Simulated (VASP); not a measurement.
# MgO (pbe) (I4/mmm) in VASP: notebook, part 2 of 2

VASP 6.6.1. Earlier steps stand in the parts before.

## 4. Relaxation of the atoms, PBE (strained cell)

INCAR reads:

```
ALGO     = Normal         # electronic algorithm
EDIFF    = 1E-7           # SCF threshold, eV
EDIFFG   = -0.002         # ionic threshold
ENCUT    = 520            # plane-wave cutoff, eV
GGA      = PE             # functional
GGA_COMPAT= F            
IBRION   = 2              # ionic algorithm
ISIF     = 2              # what is computed and relaxed
ISMEAR   = 0              # smearing method
LASPH    = T              # aspherical terms in the spheres
LCHARG   = F              # write CHGCAR
LREAL    = F              # projectors in reciprocal space
LWAVE    = F              # write WAVECAR
NELM     = 120            # most SCF steps
NELMIN   = 4            
NSW      = 60             # ionic steps
PREC     = Accurate       # precision mode
SIGMA    = 0.02           # smearing width, eV
```

KPOINTS reads:

```
k-points
0
Gamma
  8 8 8
```

POSCAR reads:

```
MgO
1.0
    0.0000000000      2.1059355641      2.1435129466
    2.1059355641      0.0000000000      2.1435129466
    2.1059355641      2.1059355641      0.0000000000
Mg O
1 1
Direct
    0.0000000000      0.0000000000      0.0000000000
    0.5000000000      0.5000000000      0.5000000000
```

Potentials or basis: VASP PAW PBE potentials, release 64 (Mg, O).

Started as:

```console
$ cat potpaw_PBE.64/Mg/POTCAR potpaw_PBE.64/O/POTCAR > POTCAR
$ mpirun -np 1 vasp_std > vasp.out
```

OUTCAR:

```text
EDIFF = 1E-7
   EDIFFG = -0.002
   ENCUT = 520
   GGA = PE
   IBRION = 2
   ISIF = 2
   ISMEAR = 0
   LASPH = T
   LREAL = F
   NELM = 120
   NELMIN = 4
   NSW = 60
   PREC = Accurate

 ion  position               nearest neighbor table
   1  0.000  0.000  0.000-   2 2.11   2 2.11   2 2.11   2 2.11   2 2.14   2 2.14
   2  0.500  0.500  0.500-   1 2.11   1 2.11   1 2.11   1 2.11   1 2.14   1 2.14

  LATTYP: Found a body centered tetragonal cell.
 ALAT       =     2.9782426362
 C/A-ratio  =     1.4394481635

  Lattice vectors:

 A1 = (  -2.1059355641,   0.0000000000,   2.1435129466)
 A2 = (   2.1059355641,   0.0000000000,   2.1435129466)
 A3 = (   0.0000000000,   2.1059355641,  -2.1435129466)

Analysis of symmetry for initial positions (statically):
=====================================================================
 Subroutine PRICEL returns:
 Original cell was already a primitive cell.

 Routine SETGRP: Setting up the symmetry group for a
 body centered tetragonal supercell.

 Subroutine GETGRP returns: Found 16 space group operations
 (whereof 16 operations were pure point group operations)
 out of a pool of 16 trial point group operations.

The static configuration has the point symmetry D_4h.

Analysis of symmetry for dynamics (positions and initial velocities):
=====================================================================
 Subroutine PRICEL returns:
 Original cell was already a primitive cell.

 Routine SETGRP: Setting up the symmetry group for a
 body centered tetragonal supercell.

 Subroutine GETGRP returns: Found 16 space group operations
 (whereof 16 operations were pure point group operations)
 out of a pool of 16 trial point group operations.

The dynamic configuration has the point symmetry D_4h.

 Subroutine INISYM returns: Found 16 space group operations
 (whereof 16 operations are pure point group operations),
 and found     1 'primitive' translations

----------------------------------------------------------------------------------------

[... 114 lines left out ...]
  Fermi-wavevector in a.u.,A,eV,Ry     =   1.226750  2.318221 20.475620  1.504916
  Thomas-Fermi vector in A             =   2.361739
   LORBIT       =      0    0 simple, 1 ext, 2 COOP (PROOUT), +10 PAW based schemes
   GGA     = PE    functional components
   LHFCALC =     F    Hartree Fock is set to
   AEXX    =    0.0000 exact exchange contribution
   IVDW    =     0    specifies the selected vdW correction
   LEPSILON=     F    determine dielectric tensor
   LRPA    =     F    only Hartree local field effects (RPA)
 conjugate gradient relaxation of ions
 non-spin polarized calculation
 Gauss-broadening in eV      SIGMA  =   0.02
  energy-cutoff  :      520.00
  volume of cell :       19.01
 maximum number of plane-waves:       532
 NGX is ok and might be reduce to    24
   NGX = 11   NGY = 11   NGZ = 11

 number of electron       8.0000004 magnetization

 Free energy of the ion-electron system (eV)
  ---------------------------------------------------
  ext. energy  EPLUGINS =         0.00000000
  ---------------------------------------------------
  free energy    TOTEN  =       -11.90882246 eV

  energy without entropy =      -11.90882246  energy(sigma->0) =      -11.90882246

 E-fermi :   3.2487     XC(G=0): -10.9953

 val. band max:        3.0808921547   @ k =   0.0000   0.0000   0.0000
 cond. band min:       7.6116462624   @ k =   0.0000   0.0000   0.0000
 fundamental gap:      4.5307541077
 Fermi energy:         3.2487481108

 k-point     1 :       0.0000    0.0000    0.0000
  band No.  band energies     occupation
      1     -14.1189      2.00000
      2       3.0430      2.00000
      3       3.0430      2.00000
      4       3.0809      2.00000
      5       7.6116      0.00000
      6      18.6369      0.00000
      7      18.8216      0.00000
      8      18.8216      0.00000
[... 243 lines left out ...]
 k-point    24 :       0.3750    0.0000    0.1250
  band No.  band energies     occupation
      1     -13.1413      2.00000
      2      -0.4923      2.00000
      3       2.2318      2.00000
      4       2.3673      2.00000
      5      11.1991      0.00000
      6      14.8314      0.00000
      7      18.3569      0.00000
      8      19.7001      0.00000

 [... further k-points ...]
[... 5 lines left out ...]
  --------------------------------------------------------------------------------------
  -------------------------------------------------------------------------------------
  Total        0.2727767      0.2727767     -0.1173668      0.0000000      0.0000000      0.0000000
  in kB       22.9864373     22.9864373     -9.8903020      0.0000000      0.0000000      0.0000000
  external PRESSURE =      12.0275242 kB  Pullay stress =       0.0000000 kB

 VOLUME and BASIS-vectors are now :
 -----------------------------------------------------------------------------
  energy-cutoff  :      520.00
  volume of cell :       19.01
      direct lattice vectors                 reciprocal lattice vectors
     0.000000000  2.105935564  2.143512947    -0.237424168  0.237424168  0.233261945
     2.105935564  0.000000000  2.143512947     0.237424168 -0.237424168  0.233261945
     2.105935564  2.105935564  0.000000000     0.237424168  0.237424168 -0.233261945

 POSITION                                       TOTAL-FORCE (eV/Angst)
 -----------------------------------------------------------------------------------
      0.00000      0.00000      0.00000         0.000000      0.000000      0.000000
      2.10594      2.10594      2.14351        -0.000000     -0.000000     -0.000000
 -----------------------------------------------------------------------------------
    total drift:                               -0.000000     -0.000000      0.000000

  FREE ENERGIE OF THE ION-ELECTRON SYSTEM (eV)
  ---------------------------------------------------
  free  energy   TOTEN  =       -11.9088224551 eV

  energy  without entropy=      -11.9088224551  energy(sigma->0) =      -11.90882246

 reached required accuracy - stopping structural energy minimisation
```

It took 6.1 s on 1 thread of Intel Xeon Platinum 8259CL at 2.50GHz (Skylake/Cascade Lake), shared host; peak memory 0.14 GiB.

Results:

```yaml
Free_energy: -11.9088 eV
Pressure_after_relaxing: 1.2 GPa
Band_gap_on_the_k_mesh: 4.53 eV, direct
```

Stress tensor (GPa, compression positive):
```
 2.30  0.00  0.00
 0.00  2.30  0.00
 0.00  0.00 -0.99
```

Final structure:
```yaml
crystal:
  lattice:
    - [0.00000, 2.10594, 2.14351]
    - [2.10594, 0.00000, 2.14351]
    - [2.10594, 2.10594, 0.00000]
  atoms:
    - { symbol: Mg, position: [0.00000, 0.00000, 0.00000] }
    - { symbol: O, position: [0.50000, 0.50000, 0.50000] }
```

Levels at points of the mesh, in eV from the valence-band top:
```tsv
k point	band 2	band 3	band 4	band 5	band 6	band 7
(0.00, 0.00, 0.00)	-0.04	-0.04	0.00	4.53	15.56	15.74
(0.50, 0.00, 0.00)	-4.56	-0.68	-0.64	7.76	12.38	15.92
(0.50, 0.50, 0.00)	-4.08	-1.30	-1.30	9.20	9.77	12.73
(0.50, 0.00, 0.50)	-4.02	-1.43	-1.32	9.02	9.75	12.97
```

Caveat: the cell differs from its parent crystal (strained cell); the relaxation stopped at its first step, so nothing moved.

## 5. Relaxation of the atoms, PBE (strained cell)

INCAR reads:

```
SYSTEM = MgO
ALGO = Normal
EDIFF = 1E-7
EDIFFG = -0.002
ENCUT = 520
GGA = PE
GGA_COMPAT = .False.
IBRION = 2
ISIF = 2
ISMEAR = 0
LASPH = .True.
LCHARG = .False.
LREAL = .False.
LWAVE = .False.
NELM = 120
NELMIN = 4
NSW = 60
PREC = Accurate
SIGMA = 0.02
```

KPOINTS reads:

```
k-points
0
Gamma
  8 8 8
  0 0 0
```

POSCAR reads:

```
MgO
1.0
    0.0000000000      2.1059355641      2.1420708143
    2.1059355641      0.0000000000      2.1420708143
    2.1059355641      2.1059355641      0.0000000000
Mg O
1 1
Direct
    0.0000000000      0.0000000000      0.0000000000
    0.5000000000      0.5000000000      0.5000000000
```

Started as:

```console
$ cat potpaw_PBE.64/Mg/POTCAR potpaw_PBE.64/O/POTCAR > POTCAR
$ mpirun -np 1 vasp_std > vasp.out
```

Run time: 6.2 s. Hardware: 1 thread of Intel Xeon Platinum 8259CL at 2.50GHz (Skylake/Cascade Lake), shared host; peak memory 0.14 GiB.

Results (log left out):

```
Free energy             : -11.9089 eV
Pressure after relaxing : 1.3 GPa
Band gap on the k mesh  : 4.54 eV, direct
```

Stress tensor (GPa, compression positive):
```
 2.36  0.00  0.00
 0.00  2.36  0.00
 0.00  0.00 -0.82
```

Final structure:
```cif
data_structure
_symmetry_space_group_name_H-M 'P 1'
_symmetry_Int_Tables_number 1
_cell_length_a 3.0039
_cell_length_b 3.0039
_cell_length_c 2.9782
_cell_angle_alpha 60.282
_cell_angle_beta 60.282
_cell_angle_gamma 59.436
_cell_volume 19.00
loop_
_atom_site_label
_atom_site_type_symbol
_atom_site_fract_x
_atom_site_fract_y
_atom_site_fract_z
_atom_site_occupancy
Mg1 Mg 0.00000 0.00000 0.00000 1
O1 O 0.50000 0.50000 0.50000 1
```

Levels at points of the mesh, in eV from the valence-band top:
| k point | band 1 | band 2 | band 3 | band 4 | band 5 | band 6 | band 7 | band 8 |
| --- | --- | --- | --- | --- | --- | --- | --- | --- |
| (0.00, 0.00, 0.00) | -17.20 | -0.04 | -0.04 | 0.00 | 4.54 | 15.57 | 15.74 | 15.74 |
| (0.50, 0.00, 0.00) | -15.96 | -4.57 | -0.68 | -0.64 | 7.76 | 12.39 | 15.93 | 16.30 |
| (0.50, 0.50, 0.00) | -15.74 | -4.08 | -1.30 | -1.30 | 9.19 | 9.78 | 12.75 | 18.83 |
| (0.50, 0.00, 0.50) | -15.69 | -4.02 | -1.43 | -1.32 | 9.02 | 9.76 | 12.97 | 18.46 |

Caveat: the cell differs from its parent crystal (strained cell); the relaxation stopped at its first step, so nothing moved.

## 6. Summary

| task | cell | cutoff (eV) | smearing | gap on the mesh (eV) | pressure (GPa) |
| --- | --- | --- | --- | --- | --- |
| single point | a = 3.004, b = 3.004, c = 2.978 Å, angles 60.3, 60.3, 59.4°, 2 atoms | 600 | gaussian 0.01 eV | 4.54 | 1.0 |
| relaxation of the atoms | atoms relaxed from a = 3.002, b = 3.002, c = 2.978 Å, angles 60.3, 60.3, 59.5°, 2 atoms | 520 | gaussian 0.02 eV | 4.55 | 1.4 |
| relaxation of the atoms | atoms relaxed from a = 3.005, b = 3.005, c = 2.978 Å, angles 60.3, 60.3, 59.4°, 2 atoms | 520 | gaussian 0.02 eV | 4.53 | 1.2 |
| relaxation of the atoms | atoms relaxed from a = 3.004, b = 3.004, c = 2.978 Å, angles 60.3, 60.3, 59.4°, 2 atoms | 520 | gaussian 0.02 eV | 4.54 | 1.3 |

Alike in all rows: level PBE; potentials or basis VASP PAW PBE potentials, release 64 (Mg, O); no spin polarisation; k mesh 8 × 8 × 8.

Caveats: the relaxation stopped at its first step, so nothing moved (some runs).

Absolute energies hang on the potentials; compare differences alone.
